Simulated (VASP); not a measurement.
# HgTe (F-43m) in VASP: single point with r2SCAN

Aim: the single point of HgTe with r2SCAN.

All numbers are computed with VASP 6.6.1; they aren't measurements. Logs are shortened: lines on timing, memory, paths and dates and some standing lists are left out, and cuts for length are marked.

### 1 The cell of the first run

Symmetry: F-43m, No. 216, cubic system. The conventional cell has a = 6.573 Å, b = 6.573 Å, c = 6.573 Å, α = 90.00°, β = 90.00°, γ = 90.00°. Hg (site symmetry -43m) has 4 Te at 2.85 Å within 3.7 Å. Te (site symmetry -43m) has 4 Hg at 2.85 Å within 3.7 Å.

### 2 Single point, r2SCAN

File POSCAR:

```
HgTe
1.0
    0.0000000000      3.2863780867      3.2863780867
    3.2863780867      0.0000000000      3.2863780867
    3.2863780867      3.2863780867      0.0000000000
Hg Te
1 1
Direct
    0.0000000000      0.0000000000      0.0000000000
    0.2500000000      0.2500000000      0.2500000000
```

File INCAR.step1:

```
SYSTEM = HgTe
PREC = Accurate
ENCUT = 520
ISMEAR = 0
SIGMA = 0.1
LREAL = .False.
LASPH = .True.
NELM = 100
NBANDS = 16
GGA = PE
ALGO = Normal
EDIFF = 1E-4
LWAVE = .True.
LCHARG = .False.
```

File INCAR.step2:

```
SYSTEM = HgTe
PREC = Accurate
ENCUT = 520
EDIFF = 1E-6
ISMEAR = 0
SIGMA = 0.1
LREAL = .False.
LASPH = .True.
NELM = 100
ALGO = Normal
ISIF = 2
LWAVE = .False.
LCHARG = .False.
METAGGA = R2SCAN
LMIXTAU = .True.
NBANDS = 16
ISTART = 1
```

File KPOINTS:

```
regular mesh
0
Gamma
  14 14 14
  0 0 0
```

Potentials or basis: VASP PAW PBE potentials, release 64 (Hg, Te).

Run with:

```bash
$ cat potpaw_PBE.64/Hg/POTCAR potpaw_PBE.64/Te/POTCAR > POTCAR
$ cp INCAR.step1 INCAR
$ mpirun -np 1 vasp_std > vasp.out
$ cp INCAR.step2 INCAR
$ mpirun -np 1 vasp_std > vasp.out
```

OUTCAR:

```text
SYSTEM = HgTe
   PREC = Accurate
   ENCUT = 520
   EDIFF = 1E-6
   ISMEAR = 0
   LREAL = .False.
   LASPH = .True.
   NELM = 100
   ISIF = 2
   METAGGA = R2SCAN
   ISTART = 1

 ion  position               nearest neighbor table
   1  0.000  0.000  0.000-   2 2.85   2 2.85   2 2.85   2 2.85
   2  0.250  0.250  0.250-   1 2.85   1 2.85   1 2.85   1 2.85

  LATTYP: Found a face centered cubic cell.
 ALAT       =     6.5727561734

  Lattice vectors:

 A1 = (   0.0000000000,   3.2863780867,   3.2863780867)
 A2 = (   3.2863780867,   0.0000000000,   3.2863780867)
 A3 = (   3.2863780867,   3.2863780867,   0.0000000000)

Analysis of symmetry for initial positions (statically):
=====================================================================
 Subroutine PRICEL returns:
 Original cell was already a primitive cell.

 Routine SETGRP: Setting up the symmetry group for a
 face centered cubic supercell.

 Subroutine GETGRP returns: Found 24 space group operations
 (whereof 24 operations were pure point group operations)
 out of a pool of 48 trial point group operations.

The static configuration has the point symmetry T_d .

Analysis of symmetry for dynamics (positions and initial velocities):
=====================================================================
 Subroutine PRICEL returns:
 Original cell was already a primitive cell.

 Routine SETGRP: Setting up the symmetry group for a
 face centered cubic supercell.

 Subroutine GETGRP returns: Found 24 space group operations
 (whereof 24 operations were pure point group operations)
 out of a pool of 48 trial point group operations.

The dynamic configuration has the point symmetry T_d .

 Subroutine INISYM returns: Found 24 space group operations
 (whereof 24 operations are pure point group operations),
 and found     1 'primitive' translations

----------------------------------------------------------------------------------------

                                     Primitive cell

  volume of cell :      70.9876

  direct lattice vectors                    reciprocal lattice vectors
     0.000000000  3.286378087  3.286378087    -0.152143176  0.152143176  0.152143176
     3.286378087  0.000000000  3.286378087     0.152143176 -0.152143176  0.152143176
     3.286378087  3.286378087  0.000000000     0.152143176  0.152143176 -0.152143176

  length of vectors
     4.647640461  4.647640461  4.647640461     0.263519711  0.263519711  0.263519711

  position of ions in fractional coordinates (direct lattice)
     0.000000000  0.000000000  0.000000000
     0.250000000  0.250000000  0.250000000

  ion indices of the primitive-cell ions
   primitive index   ion index
                 1           1
                 2           2

----------------------------------------------------------------------------------------

 KPOINTS: regular mesh

Automatic generation of k-mesh.
 Grid dimensions read from file:
 generate k-points for:   14   14   14

 Generating k-lattice:

  Cartesian coordinates                     Fractional coordinates (reciprocal lattice)
    -0.010867370  0.010867370  0.010867370     0.071428571  0.000000000  0.000000000
     0.010867370 -0.010867370  0.010867370     0.000000000  0.071428571  0.000000000
     0.010867370  0.010867370 -0.010867370     0.000000000  0.000000000  0.071428571

  Length of vectors
     0.018822837  0.018822837  0.018822837

  Shift w.r.t. Gamma in fractional coordinates (k-lattice)
     0.000000000  0.000000000  0.000000000

 Subroutine IBZKPT returns following result:
 ===========================================

 Found    104 irreducible k-points:

 Following reciprocal coordinates:
            Coordinates               Weight
  0.000000  0.000000  0.000000      1.000000
  0.071429  0.000000  0.000000      8.000000
  0.142857  0.000000  0.000000      8.000000
  0.214286  0.000000  0.000000      8.000000
  0.285714  0.000000  0.000000      8.000000
  0.357143  0.000000  0.000000      8.000000
[... 16 lines left out ...]
  0.214286  0.142857  0.000000     24.000000
  0.285714  0.142857  0.000000     24.000000
 [... further k-points ...]
   k-points           NKPTS =    104   k-points in BZ     NKDIM =    104   number of bands    NBANDS=     16
   number of dos      NEDOS =    301   number of ions     NIONS =      2
   total plane-waves  NPLWV =  46656
   dimension x,y,z NGX =    36 NGY =   36 NGZ =   36
   dimension x,y,z NGXF=    72 NGYF=   72 NGZF=   72
   ions per type =               1   1
   NGX,Y,Z   is equivalent  to a cutoff of  12.88, 12.88, 12.88 a.u.
   NGXF,Y,Z  is equivalent  to a cutoff of  25.75, 25.75, 25.75 a.u.
 SYSTEM =  HgTe
   PREC   = accura    normal or accurate (medium, high low for compatibility)
   ISTART =      1    job   : 0-new  1-cont  2-samecut
   ICHARG =      0    charge: 1-file 2-atom 10-const
   ISPIN  =      1    spin polarized calculation?
   LNONCOLLINEAR =      F non collinear calculations
   LSORBIT =      F    spin-orbit coupling
   LASPH  =      T    aspherical Exc in radial PAW
   ENCUT  =  520.0 eV  38.22 Ry    6.18 a.u.   8.64  8.64  8.64*2*pi/ulx,y,z
   NELM   =    100;   NELMIN=  2; NELMDL=  0     # of ELM steps
   EDIFF  = 0.1E-05   stopping-criterion for ELM
   LREAL  =      F    real-space projection
   EDIFFG = 0.1E-04   stopping-criterion for IOM
   NSW    =      0    number of steps for IOM
   IBRION =     -1    ionic relax: 0-MD 1-quasi-New 2-CG
   NFREE  =      0    steps in history (QN), initial steepest desc. (CG)
   ISIF   =      2    stress and relaxation
   ISYM   =      2    0-nonsym 1-usesym 2-fastsym
   POTIM  = 0.5000    time-step for ionic-motion
   TEBEG  =    0.0;   TEEND  =   0.0 temperature during run
   PSTRESS=    0.0 pullay stress
   NELECT =      18.0000    total number of electrons
   NUPDOWN=      -1.0000    fix difference up-down
   EMIN   =  10.00;   EMAX   =-10.00  energy-range for DOS
   EFERMI =   0.00;   METHOD = LEGACY
   ISMEAR =     0;   SIGMA  =   0.10  broadening in eV -4-tet -1-fermi 0-gaus
   EFERMI_NEDOS =   21; number of points for ismear=-14 and -15
   IALGO  =     38    algorithm
   IMIX   =      4    mixing-type and parameters
     AMIX     =   0.40;   BMIX     =  1.00
     AMIX_MAG =   1.60;   BMIX_MAG =  1.00
  volume/ion in A,a.u.               =      35.49       239.52
  Fermi-wavevector in a.u.,A,eV,Ry     =   1.036187  1.958110 14.608351  1.073684
  Thomas-Fermi vector in A             =   2.170566
   LORBIT       =      0    0 simple, 1 ext, 2 COOP (PROOUT), +10 PAW based schemes
   METAGGA = R2SCAN    functional components
   LHFCALC =     F    Hartree Fock is set to
   AEXX    =    0.0000 exact exchange contribution
   IVDW    =     0    specifies the selected vdW correction
   LEPSILON=     F    determine dielectric tensor
   LRPA    =     F    only Hartree local field effects (RPA)
 non-spin polarized calculation
 Gauss-broadening in eV      SIGMA  =   0.10
  energy-cutoff  :      520.00
  volume of cell :       70.99
 maximum number of plane-waves:      1932
   NGX = 17   NGY = 17   NGZ = 17

 number of electron      18.0000001 magnetization

 Free energy of the ion-electron system (eV)
  ---------------------------------------------------
  ext. energy  EPLUGINS =         0.00000000
  ---------------------------------------------------
  free energy    TOTEN  =       -75.16471943 eV

  energy without entropy =      -75.16461106  energy(sigma->0) =      -75.16466525

 E-fermi :   2.4253     XC(G=0):  -9.0776

 val. band max:        2.3447550622   @ k =   0.0000   0.0000   0.0000
 cond. band min:       2.7926503375   @ k =   0.0714   0.0000   0.0000
 fundamental gap:      0.4478952752
 Fermi energy:         2.4253129332

 k-point     1 :       0.0000    0.0000    0.0000
  band No.  band energies     occupation
      1      -9.7007      2.00000
      2      -5.0088      2.00000
      3      -5.0088      2.00000
      4      -5.0088      2.00000
      5      -4.4979      2.00000
      6      -4.4979      2.00000
[... 8 lines left out ...]
     15      12.3179      0.00000
     16      12.3179      0.00000

 k-point     2 :       0.0714    0.0000    0.0000
  band No.  band energies     occupation
      1      -9.6762      2.00000
      2      -5.0018      2.00000
      3      -5.0018      2.00000
      4      -4.9986      2.00000
      5      -4.4985      2.00000
      6      -4.4985      2.00000
[... 8 lines left out ...]
     15      11.8733      0.00000
     16      11.8733      0.00000

 k-point     3 :       0.1429    0.0000    0.0000
  band No.  band energies     occupation
      1      -9.6064      2.00000
      2      -4.9828      2.00000
      3      -4.9828      2.00000
      4      -4.9638      2.00000
      5      -4.4998      2.00000
      6      -4.4998      2.00000
[... 8 lines left out ...]
     15      11.4458      0.00000
     16      11.4458      0.00000

 k-point     4 :       0.2143    0.0000    0.0000
  band No.  band energies     occupation
      1      -9.5025      2.00000
      2      -4.9565      2.00000
      3      -4.9565      2.00000
      4      -4.8922      2.00000
      5      -4.4996      2.00000
      6      -4.4996      2.00000
[... 8 lines left out ...]
     15      11.2675      0.00000
     16      11.2675      0.00000
[... 324 lines left out ...]
 k-point    22 :       0.1429    0.1429    0.0000
  band No.  band energies     occupation
      1      -9.5747      2.00000
      2      -4.9838      2.00000
      3      -4.9570      2.00000
      4      -4.9570      2.00000
      5      -4.5141      2.00000
      6      -4.4870      2.00000
[... 8 lines left out ...]
     15      10.7808      0.00000
     16      12.4315      0.00000

 k-point    23 :       0.2143    0.1429    0.0000
  band No.  band energies     occupation
      1      -9.4969      2.00000
      2      -4.9627      2.00000
      3      -4.9288      2.00000
      4      -4.9174      2.00000
      5      -4.5183      2.00000
      6      -4.4823      2.00000
[... 8 lines left out ...]
     15      11.4218      0.00000
     16      12.2961      0.00000

 k-point    24 :       0.2857    0.1429    0.0000
  band No.  band energies     occupation
      1      -9.3928      2.00000
      2      -4.9351      2.00000
      3      -4.8987      2.00000
      4      -4.8377      2.00000
      5      -4.5143      2.00000
      6      -4.4777      2.00000
[... 8 lines left out ...]
     15      11.8189      0.00000
     16      12.2531      0.00000

 [... further k-points ...]

------------------------ aborting loop because EDIFF is reached ----------------------------------------

  FORCE on cell =-STRESS in cart. coord.  units (eV):
  Direction    XX          YY          ZZ          XY          YZ          ZX
  --------------------------------------------------------------------------------------
  -------------------------------------------------------------------------------------
  Total        0.0249100      0.0249100      0.0249100      0.0000000      0.0000000     -0.0000000
  in kB        0.5622134      0.5622134      0.5622134      0.0000000      0.0000000     -0.0000000
  external PRESSURE =       0.5622134 kB  Pullay stress =       0.0000000 kB

 VOLUME and BASIS-vectors are now :
 -----------------------------------------------------------------------------
  energy-cutoff  :      520.00
  volume of cell :       70.99
      direct lattice vectors                 reciprocal lattice vectors
     0.000000000  3.286378087  3.286378087    -0.152143176  0.152143176  0.152143176
     3.286378087  0.000000000  3.286378087     0.152143176 -0.152143176  0.152143176
     3.286378087  3.286378087  0.000000000     0.152143176  0.152143176 -0.152143176

 POSITION                                       TOTAL-FORCE (eV/Angst)
 -----------------------------------------------------------------------------------
      0.00000      0.00000      0.00000        -0.000000     -0.000000     -0.000000
      1.64319      1.64319      1.64319         0.000000      0.000000      0.000000
 -----------------------------------------------------------------------------------
    total drift:                                0.000000      0.000000      0.000000

  FREE ENERGIE OF THE ION-ELECTRON SYSTEM (eV)
  ---------------------------------------------------
  free  energy   TOTEN  =       -75.1647194262 eV

  energy  without entropy=      -75.1646110640  energy(sigma->0) =      -75.16466525
```

Run time: 2.5 min. Hardware: 1 thread of Intel Xeon 6975P-C (Granite Rapids), shared host; peak memory 0.3 GiB.

What came out:

```yaml
Free_energy: -75.1647 eV
Pressure: 0.1 GPa
Band_gap_on_the_k_mesh: zero (filled and empty bands touch)
```

Caveat: semilocal functionals underestimate gaps, and a narrow one can read as zero; the PAW data sets were made with another functional, which shifts forces and pressure a little; spin-orbit coupling is left out, which moves the levels of the heavy elements.

The gap in the log of VASP goes by the Fermi energy; the results here count the filled bands.